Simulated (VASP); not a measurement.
Os, 2 atoms in the cell. Symmetry: P6_3/mmc, No. 194, hexagonal system. Conventional cell: a = 2.718 Å, b = 2.718 Å, c = 4.284 Å, α = 90.00°, β = 90.00°, γ = 120.00°. Os (site symmetry -6m2) has 12 Os at 2.66 to 2.72 Å within 3.5 Å. 

| Quantity | Value |
| --- | --- |
| Program | VASP 6.6.1 |
| Task | single point |
| Functional | LDA |
| Potentials or basis | VASP PAW LDA potentials, release 64 (Os) |
| Cutoff | 520 eV |
| k mesh | 6 × 6 × 4 |
| Occupations | fermi-dirac, width 0.1 eV |
| Spin | no spin polarisation |
| Dipole correction | no |
| Further INCAR settings | ALGO = Normal; EDIFF = 1e-06; NBANDS = 15 |

Potentials or basis: VASP PAW LDA potentials, release 64 (Os).

Launch:

```sh
$ cat potpaw_LDA.64/Os/POTCAR > POTCAR
$ mpirun -np 1 vasp_std > vasp.out
```

Hardware: 1 thread of Intel Xeon 6975P-C, with other jobs on the host.

Problem. Estimate the wall time of this run.

Solution. Run time: 5.5 s on 1 thread of Intel Xeon 6975P-C, with other jobs on the host, peak memory 0.13 GiB. Counts: scf iterations 12, k points 21.
